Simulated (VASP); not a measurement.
# AlNi3 (Pm-3m) in VASP: notebook

Aim: see how the results for AlNi3 move with the level of theory and the settings. Levels: PBE, PBE+D3(BJ). Tasks: single point.

Everything below comes from runs of VASP 6.6.1. Logs are shortened: lines on timing, memory, paths and dates and some standing lists are left out, and cuts for length are marked.

## Step 1: The cell of the first run

The structure is cubic, space group Pm-3m (No. 221). The conventional cell has a = 3.523 Å, b = 3.523 Å, c = 3.523 Å, α = 90.00°, β = 90.00°, γ = 90.00°. Ni (site symmetry 4/mmm) has 8 Ni at 2.49 Å and 4 Al at 2.49 Å within 3.3 Å. Within 3.3 Å of Al (site symmetry m-3m) lie 12 Ni at 2.49 Å.

## Step 2: Single point, PBE, collinear spin, ferromagnetic start

Contents of INCAR:

```
PREC = Accurate
ENCUT = 520
EDIFF = 1E-6
ISMEAR = -1
SIGMA = 0.05
LREAL = False
LASPH = True
NELM = 150
ALGO = Normal
ISIF = 2
LWAVE = False
LCHARG = True
ISPIN = 2
MAGMOM = 1 1 1 0
LORBIT = 11
LMAXMIX = 4
GGA = PE
LELF = True
LVHAR = True
NBANDS = 28
```

Contents of KPOINTS:

```
Automatic mesh
0
Gamma
  8 8 8
```

Contents of POSCAR:

```
AlNi3
1.0
    3.5230547267      0.0000000000      0.0000000000
    0.0000000000      3.5230547267      0.0000000000
    0.0000000000      0.0000000000      3.5230547267
Ni Al
3 1
Direct
    0.5000000000      0.5000000000      0.0000000000
    0.5000000000      0.0000000000      0.5000000000
    0.0000000000      0.5000000000      0.5000000000
    0.0000000000      0.0000000000      0.0000000000
```

Potentials or basis: VASP PAW PBE potentials, release 64 (Ni, Al).

The run is started by

```sh
> cat potpaw_PBE.64/Ni/POTCAR potpaw_PBE.64/Al/POTCAR > POTCAR
> mpirun -np 1 vasp_std > vasp.out
```

OUTCAR:

```text
PREC = Accurate
   ENCUT = 520
   EDIFF = 1E-6
   ISMEAR = -1
   LREAL = False
   LASPH = True
   NELM = 150
   ISIF = 2
   ISPIN = 2
   LORBIT = 11
   GGA = PE

 ion  position               nearest neighbor table
   1  0.500  0.500  0.000-   2 2.49   3 2.49   4 2.49   2 2.49   3 2.49   2 2.49   4 2.49   2 2.49
                             3 2.49   4 2.49   3 2.49   4 2.49
   2  0.500  0.000  0.500-   1 2.49   3 2.49   4 2.49   1 2.49   4 2.49   1 2.49   3 2.49   1 2.49
                             3 2.49   4 2.49   4 2.49   3 2.49
   3  0.000  0.500  0.500-   1 2.49   2 2.49   4 2.49   1 2.49   4 2.49   2 2.49   4 2.49   4 2.49
                             1 2.49   2 2.49   1 2.49   2 2.49
   4  0.000  0.000  0.000-   1 2.49   2 2.49   3 2.49   2 2.49   3 2.49   1 2.49   3 2.49   3 2.49
                             1 2.49   2 2.49   2 2.49   1 2.49

  LATTYP: Found a simple cubic cell.
 ALAT       =     3.5230547267

  Lattice vectors:

 A1 = (   3.5230547267,   0.0000000000,   0.0000000000)
 A2 = (   0.0000000000,   3.5230547267,   0.0000000000)
 A3 = (   0.0000000000,   0.0000000000,   3.5230547267)

Analysis of symmetry for initial positions (statically):
=====================================================================
 Subroutine PRICEL returns:
 Original cell was already a primitive cell.

 Routine SETGRP: Setting up the symmetry group for a
 simple cubic supercell.

 Subroutine GETGRP returns: Found 48 space group operations
 (whereof 48 operations were pure point group operations)
 out of a pool of 48 trial point group operations.

The static configuration has the point symmetry O_h .

Analysis of symmetry for dynamics (positions and initial velocities):
=====================================================================
 Subroutine PRICEL returns:
 Original cell was already a primitive cell.

 Routine SETGRP: Setting up the symmetry group for a
 simple cubic supercell.

 Subroutine GETGRP returns: Found 48 space group operations
 (whereof 48 operations were pure point group operations)
 out of a pool of 48 trial point group operations.

The dynamic configuration has the point symmetry O_h .

Analysis of structural, dynamic, and magnetic symmetry:
=====================================================================
 Subroutine PRICEL returns:
 Original cell was already a primitive cell.

 Routine SETGRP: Setting up the symmetry group for a
 simple cubic supercell.

 Subroutine GETGRP returns: Found 48 space group operations
 (whereof 48 operations were pure point group operations)
 out of a pool of 48 trial point group operations.

The overall configuration has the point symmetry O_h .

 Subroutine INISYM returns: Found 48 space group operations
 (whereof 48 operations are pure point group operations),
 and found     1 'primitive' translations

----------------------------------------------------------------------------------------

                                     Primitive cell

  volume of cell :      43.7279

  direct lattice vectors                    reciprocal lattice vectors
     3.523054727  0.000000000  0.000000000     0.283844583  0.000000000  0.000000000
     0.000000000  3.523054727  0.000000000     0.000000000  0.283844583  0.000000000
     0.000000000  0.000000000  3.523054727     0.000000000  0.000000000  0.283844583

  length of vectors
     3.523054727  3.523054727  3.523054727     0.283844583  0.283844583  0.283844583

  position of ions in fractional coordinates (direct lattice)
     0.500000000  0.500000000  0.000000000
     0.500000000  0.000000000  0.500000000
     0.000000000  0.500000000  0.500000000
     0.000000000  0.000000000  0.000000000

  ion indices of the primitive-cell ions
   primitive index   ion index
                 1           1
                 2           2
                 3           3
                 4           4

----------------------------------------------------------------------------------------

 KPOINTS: Automatic mesh

Automatic generation of k-mesh.
 Grid dimensions read from file:
 generate k-points for:    8    8    8

 Generating k-lattice:

  Cartesian coordinates                     Fractional coordinates (reciprocal lattice)
     0.035480573  0.000000000  0.000000000     0.125000000  0.000000000  0.000000000
     0.000000000  0.035480573  0.000000000     0.000000000  0.125000000  0.000000000
     0.000000000  0.000000000  0.035480573     0.000000000  0.000000000  0.125000000

  Length of vectors
     0.035480573  0.035480573  0.035480573

  Shift w.r.t. Gamma in fractional coordinates (k-lattice)
     0.000000000  0.000000000  0.000000000

 Subroutine IBZKPT returns following result:
 ===========================================

 Found     35 irreducible k-points:

 Following reciprocal coordinates:
            Coordinates               Weight
  0.000000  0.000000  0.000000      1.000000
  0.125000  0.000000  0.000000      6.000000
  0.250000  0.000000  0.000000      6.000000
  0.375000  0.000000  0.000000      6.000000
  0.500000  0.000000  0.000000      3.000000
  0.125000  0.125000  0.000000     12.000000
[... 16 lines left out ...]
  0.375000  0.375000  0.125000     24.000000
  0.500000  0.375000  0.125000     24.000000
 [... further k-points ...]
   k-points           NKPTS =     35   k-points in BZ     NKDIM =     35   number of bands    NBANDS=     28
   number of dos      NEDOS =    301   number of ions     NIONS =      4
   total plane-waves  NPLWV =  21952
   dimension x,y,z NGX =    28 NGY =   28 NGZ =   28
   dimension x,y,z NGXF=    56 NGYF=   56 NGZF=   56
   ions per type =               3   1
   NGX,Y,Z   is equivalent  to a cutoff of  13.21, 13.21, 13.21 a.u.
   NGXF,Y,Z  is equivalent  to a cutoff of  26.43, 26.43, 26.43 a.u.
 SYSTEM =  unknown system
   PREC   = accura    normal or accurate (medium, high low for compatibility)
   ISTART =      0    job   : 0-new  1-cont  2-samecut
   ICHARG =      2    charge: 1-file 2-atom 10-const
   ISPIN  =      2    spin polarized calculation?
   LNONCOLLINEAR =      F non collinear calculations
   LSORBIT =      F    spin-orbit coupling
   LASPH  =      T    aspherical Exc in radial PAW
   ENCUT  =  520.0 eV  38.22 Ry    6.18 a.u.   6.55  6.55  6.55*2*pi/ulx,y,z
   NELM   =    150;   NELMIN=  2; NELMDL= -5     # of ELM steps
   EDIFF  = 0.1E-05   stopping-criterion for ELM
   LREAL  =      F    real-space projection
   EDIFFG = 0.1E-04   stopping-criterion for IOM
   NSW    =      0    number of steps for IOM
   IBRION =     -1    ionic relax: 0-MD 1-quasi-New 2-CG
   NFREE  =      0    steps in history (QN), initial steepest desc. (CG)
   ISIF   =      2    stress and relaxation
   ISYM   =      2    0-nonsym 1-usesym 2-fastsym
   POTIM  = 0.5000    time-step for ionic-motion
   TEBEG  =    0.0;   TEEND  =   0.0 temperature during run
   PSTRESS=    0.0 pullay stress
   NELECT =      33.0000    total number of electrons
   NUPDOWN=      -1.0000    fix difference up-down
   EMIN   =  10.00;   EMAX   =-10.00  energy-range for DOS
   EFERMI =   0.00;   METHOD = LEGACY
   ISMEAR =    -1;   SIGMA  =   0.05  broadening in eV -4-tet -1-fermi 0-gaus
   EFERMI_NEDOS =   21; number of points for ismear=-14 and -15
   IALGO  =     38    algorithm
   IMIX   =      4    mixing-type and parameters
     AMIX     =   0.40;   BMIX     =  1.00
     AMIX_MAG =   1.60;   BMIX_MAG =  1.00
  volume/ion in A,a.u.               =      10.93        73.77
  Fermi-wavevector in a.u.,A,eV,Ry     =   1.490482  2.816603 30.225843  2.221537
  Thomas-Fermi vector in A             =   2.603258
   LORBIT       =     11    0 simple, 1 ext, 2 COOP (PROOUT), +10 PAW based schemes
   GGA     = PE    functional components
   LHFCALC =     F    Hartree Fock is set to
   AEXX    =    0.0000 exact exchange contribution
   IVDW    =     0    specifies the selected vdW correction
   LEPSILON=     F    determine dielectric tensor
   LRPA    =     F    only Hartree local field effects (RPA)
 spin polarized calculation
  energy-cutoff  :      520.00
  volume of cell :       43.73
 maximum number of plane-waves:      1208
 NGX is ok and might be reduce to    28
   NGX = 13   NGY = 13   NGZ = 13

 number of electron      32.9999980 magnetization       0.6683444

 Free energy of the ion-electron system (eV)
  ---------------------------------------------------
  ext. energy  EPLUGINS =         0.00000000
  ---------------------------------------------------
  free energy    TOTEN  =       -21.87201980 eV

  energy without entropy =      -21.84205612  energy(sigma->0) =      -21.85703796

 E-fermi :   9.9302     XC(G=0): -12.8538

 val. band max:        9.9282005531   @ k =   0.5000   0.5000   0.3750
 cond. band min:       9.9305706186   @ k =   0.2500   0.1250   0.1250
 fundamental gap:      0.0023700655
 Fermi energy:         9.9302423358

 spin component 1

 k-point     1 :       0.0000    0.0000    0.0000
  band No.  band energies     occupation
      1      -0.2369      1.00000
      2       5.4567      1.00000
      3       6.1449      1.00000
      4       6.1449      1.00000
      5       6.5140      1.00000
      6       6.5140      1.00000
[... 20 lines left out ...]
     27      24.1628      0.00000
     28      24.1628      0.00000

 k-point     2 :       0.1250    0.0000    0.0000
  band No.  band energies     occupation
      1      -0.0420      1.00000
      2       5.5107      1.00000
      3       6.0317      1.00000
      4       6.2679      1.00000
      5       6.5469      1.00000
      6       6.5469      1.00000
[... 20 lines left out ...]
     27      23.5412      0.00000
     28      23.5412      0.00000

 k-point     3 :       0.2500    0.0000    0.0000
  band No.  band energies     occupation
      1       0.5323      1.00000
      2       5.2361      1.00000
      3       5.9472      1.00000
      4       6.6043      1.00000
      5       6.6360      1.00000
      6       6.6360      1.00000
[... 616 lines left out ...]
      3       5.2545      1.00000
      4       6.6565      1.00000
      5       6.8097      1.00000
      6       7.0635      1.00000
[... 20 lines left out ...]
     27      24.1476      0.00000
     28      26.1098      0.00000

 k-point    24 :       0.5000    0.3750    0.1250
  band No.  band energies     occupation
      1       3.7119      1.00000
      2       4.5845      1.00000
      3       5.4785      1.00000
      4       6.5958      1.00000
      5       6.8398      1.00000
      6       7.1827      1.00000
[... 20 lines left out ...]
     27      24.9975      0.00000
     28      25.2640      0.00000

 [... further k-points ...]

 spin component 2

 k-point     1 :       0.0000    0.0000    0.0000
  band No.  band energies     occupation
      1      -0.2628      1.00000
      2       5.5314      1.00000
      3       6.2874      1.00000
      4       6.2874      1.00000
      5       6.7803      1.00000
      6       6.7803      1.00000
[... 20 lines left out ...]
     27      24.1634      0.00000
     28      24.1634      0.00000

 k-point     2 :       0.1250    0.0000    0.0000
  band No.  band energies     occupation
      1      -0.0679      1.00000
      2       5.5828      1.00000
      3       6.1577      1.00000
      4       6.4133      1.00000
      5       6.8054      1.00000
      6       6.8054      1.00000
[... 20 lines left out ...]
     27      23.5389      0.00000
     28      23.5389      0.00000

 k-point     3 :       0.2500    0.0000    0.0000
  band No.  band energies     occupation
      1       0.5063      1.00000
      2       5.2800      1.00000
      3       6.0453      1.00000
      4       6.7579      1.00000
      5       6.8696      1.00000
      6       6.8696      1.00000
[... 616 lines left out ...]
      3       5.3007      1.00000
      4       6.7689      1.00000
      5       6.9362      1.00000
      6       7.2755      1.00000
[... 20 lines left out ...]
     27      24.1280      0.00000
     28      26.1257      0.00000

 k-point    24 :       0.5000    0.3750    0.1250
  band No.  band energies     occupation
      1       3.6995      1.00000
      2       4.6059      1.00000
      3       5.5477      1.00000
      4       6.7153      1.00000
      5       6.9412      1.00000
      6       7.3979      1.00000
[... 20 lines left out ...]
     27      24.9753      0.00000
     28      25.2898      0.00000

 [... further k-points ...]
[... 5 lines left out ...]
  --------------------------------------------------------------------------------------
  -------------------------------------------------------------------------------------
  Total        2.0156639      2.0156639      2.0156639      0.0000000     -0.0000000     -0.0000000
  in kB       73.8534048     73.8534048     73.8534048      0.0000000     -0.0000000     -0.0000000
  external PRESSURE =      73.8534048 kB  Pullay stress =       0.0000000 kB

 VOLUME and BASIS-vectors are now :
 -----------------------------------------------------------------------------
  energy-cutoff  :      520.00
  volume of cell :       43.73
      direct lattice vectors                 reciprocal lattice vectors
     3.523054727  0.000000000  0.000000000     0.283844583  0.000000000  0.000000000
     0.000000000  3.523054727  0.000000000     0.000000000  0.283844583  0.000000000
     0.000000000  0.000000000  3.523054727     0.000000000  0.000000000  0.283844583

 POSITION                                       TOTAL-FORCE (eV/Angst)
 -----------------------------------------------------------------------------------
      1.76153      1.76153      0.00000         0.000000      0.000000      0.000000
      1.76153      0.00000      1.76153         0.000000      0.000000      0.000000
      0.00000      1.76153      1.76153         0.000000      0.000000      0.000000
      0.00000      0.00000      0.00000         0.000000      0.000000      0.000000
 -----------------------------------------------------------------------------------
    total drift:                                0.000000      0.000000      0.000000

  FREE ENERGIE OF THE ION-ELECTRON SYSTEM (eV)
  ---------------------------------------------------
  free  energy   TOTEN  =       -21.8720198020 eV

  energy  without entropy=      -21.8420561232  energy(sigma->0) =      -21.85703796

 total charge

# of ion       s       p       d       tot
------------------------------------------
    1        0.507   0.545   8.396   9.448
    2        0.507   0.545   8.396   9.448
    3        0.507   0.545   8.396   9.448
    4        0.412   0.405   0.000   0.818
--------------------------------------------------
tot          1.934   2.041  25.188  29.163

 magnetization (x)

# of ion       s       p       d       tot
------------------------------------------
    1       -0.003  -0.009   0.248   0.237
    2       -0.003  -0.009   0.248   0.237
    3       -0.003  -0.009   0.248   0.237
    4       -0.001  -0.007   0.000  -0.008
--------------------------------------------------
tot         -0.009  -0.033   0.745   0.702
```

It took 40 s on 1 thread of AMD EPYC 9R45 (Zen 5), shared host; peak memory 0.18 GiB.

Results:

```
Free energy                                           : -21.8720 eV
Pressure                                              : 7.4 GPa
Net moment                                            : 0.67 μB per cell
Site moments                                          : Ni +0.24; Al -0.01 μB
Valence electrons inside the program's atomic spheres : Ni 9.45; Al 0.82
```

## Step 3: Single point, PBE+D3(BJ), collinear spin, ferromagnetic start

Contents of INCAR:

```
SYSTEM = AlNi3
PREC = Accurate ; ENCUT = 520
EDIFF = 1E-6 ; ISMEAR = -1
SIGMA = 0.05 ; LREAL = .False.
LASPH = .True. ; NELM = 150
ALGO = Normal ; ISIF = 2
LWAVE = .False. ; LCHARG = .False.
ISPIN = 2 ; MAGMOM = 1 1 1 0
LORBIT = 11 ; LMAXMIX = 4
GGA = PE ; IVDW = 12
NBANDS = 28
```

Contents of KPOINTS:

```
regular mesh
0
Gamma
  8 8 8
  0 0 0
```

Contents of POSCAR:

```
AlNi3
1.0
    3.5242114389      0.0000000000      0.0000000000
    0.0000000000      3.5242114389      0.0000000000
    0.0000000000      0.0000000000      3.5242114389
Ni Al
3 1
Direct
    0.5000000000      0.5000000000      0.0000000000
    0.5000000000      0.0000000000      0.5000000000
    0.0000000000      0.5000000000      0.5000000000
    0.0000000000      0.0000000000      0.0000000000
```

Potentials or basis: VASP PAW PBE potentials, release 64 (Ni, Al).

The run is started by

```sh
> cat potpaw_PBE.64/Ni/POTCAR potpaw_PBE.64/Al/POTCAR > POTCAR
> mpirun -np 1 vasp_std > vasp.out
```

Wall time 41 s (1 thread of Intel Xeon 6975P-C (Granite Rapids), shared host); peak memory 0.22 GiB.

Results (log left out):

* Free energy: -23.7630 eV
* Pressure: 0.0 GPa
* Net moment: 0.67 μB per cell
* Site moments: Ni +0.24; Al -0.01 μB
* Valence electrons inside the program's atomic spheres: Ni 9.45; Al 0.82
* Dispersion energy per atom: -0.472 eV

Levels at points of the mesh, in eV from the Fermi level:
Spin up:
```tsv
k point	band 13	band 14	band 15	band 16	band 17	band 18	band 19	band 20	band 21	band 22
(0.00, 0.00, 0.00)	-0.25	-0.06	-0.06	-0.06	0.88	0.88	0.88	6.72	6.72	7.57
(0.50, 0.00, 0.00)	-1.25	-1.20	-1.07	-0.51	-0.06	5.65	5.65	5.68	5.68	6.54
(0.50, 0.50, 0.00)	-1.34	-1.22	-1.00	-0.98	-0.59	0.89	0.89	8.31	8.31	8.36
(0.50, 0.50, 0.50)	-1.33	-1.09	-1.09	-0.24	-0.24	-0.24	-0.21	3.57	4.17	4.17
```
Spin down:
| k point | band 13 | band 14 | band 15 | band 16 | band 17 | band 18 | band 19 | band 20 |
| --- | --- | --- | --- | --- | --- | --- | --- | --- |
| (0.00, 0.00, 0.00) | 0.01 | 0.35 | 0.35 | 0.35 | 0.85 | 0.85 | 0.85 | 6.81 |
| (0.50, 0.00, 0.00) | -0.96 | -0.96 | -0.85 | -0.33 | 0.35 | 5.70 | 5.70 | 5.73 |
| (0.50, 0.50, 0.00) | -1.17 | -1.12 | -0.81 | -0.61 | -0.46 | 1.16 | 1.16 | 8.35 |
| (0.50, 0.50, 0.50) | -1.19 | -0.92 | -0.92 | -0.23 | 0.11 | 0.11 | 0.11 | 3.66 |

Caveat: pairwise dispersion overbinds metals, which lowers pressure and volume.

(Continued in part 2 of 2.)
